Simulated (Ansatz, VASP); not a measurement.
Rh: VASP beside Ansatz

POSCAR

```
Rh
1.0
    2.6553652365      0.0000000000      0.0000000000
   -1.3276826182      2.2996137512      0.0000000000
    0.0000000000      0.0000000000      8.6791627142
Rh
4
Direct
    0.6666666667      0.3333333333      0.7500000000
    0.0000000000      0.0000000000      0.5000000000
    0.3333333333      0.6666666667      0.2500000000
    0.0000000000      0.0000000000      0.0000000000
```

INCAR.step1

```
PREC = Accurate
ENCUT = 580
ISMEAR = -1
SIGMA = 0.05
LREAL = False
LASPH = True
NELM = 120
NBANDS = 42
GGA = PE
ALGO = Normal
EDIFF = 1E-5
LWAVE = True
LCHARG = False
GGA_COMPAT = False
```

Contents of INCAR.step2:

```
PREC = Accurate
ENCUT = 580
EDIFF = 1E-6
ISMEAR = -1
SIGMA = 0.05
LREAL = False
LASPH = True
NELM = 120
ALGO = Normal
ISIF = 2
LWAVE = False
LCHARG = True
METAGGA = R2SCAN
LMIXTAU = True
LELF = True
LVHAR = True
NBANDS = 42
ISTART = 1
GGA_COMPAT = False
```

The input KPOINTS:

```
regular mesh
0
Gamma
  11 11 3
```

Contents of input.yaml:

```yaml
crystal:
  lattice:
    - [2.6553652365, 0.0, 0.0]
    - [-1.3276826182, 2.2996137512, 0.0]
    - [0.0, 0.0, 8.6791627142]
  atoms:
    - { symbol: Rh, position: [0.6666666667, 0.3333333333, 0.75] }
    - { symbol: Rh, position: [0.0, 0.0, 0.5] }
    - { symbol: Rh, position: [0.3333333333, 0.6666666667, 0.25] }
    - { symbol: Rh, position: [0.0, 0.0, 0.0] }
hamiltonian:
  xc: r2scan
  pseudopotentials: { kind: paw }
kpoints:
  mp_grid: { grid: [11, 11, 3] }
scf:
  occupations: { method: fermi_dirac, width: 0.05 }
output:
  forces: true
  stress: true
  eigenvalues: true
  write_density: true
  write_potential: true
  elf: true
  volumetric_format: npy
```

Alike in both runs: task single point; functional r2SCAN; k mesh 11 × 11 × 3; occupations fermi-dirac, width 0.05 eV; no spin polarisation.

|  | VASP | Ansatz |
| --- | --- | --- |
| version | VASP 6.6.1 | Ansatz 0.2.0 |
| potentials or method | VASP PAW PBE potentials, release 64 (Rh_sv_GW) | Ansatz PAW |
| plane-wave cutoff (eV) | 580 | 500 |
| valence electrons in the cell | 68 | 68 |

|  | VASP | Ansatz | Ansatz less VASP |
| --- | --- | --- | --- |
| gap on the k mesh at the Fermi level (eV) | none | none | - |
| pressure (GPa) | 9.6 | 11.3 | +1.68 |
| traceless stress, the component that is largest in VASP (GPa) | -1.10 | -1.09 | +0.018 |

VASP's potentials were made for PBE, not for r2SCAN. A gap of «none» marks a metal or a gap that the smearing closes. The functional is the same, so the differences come from potentials, cutoffs and numerics.
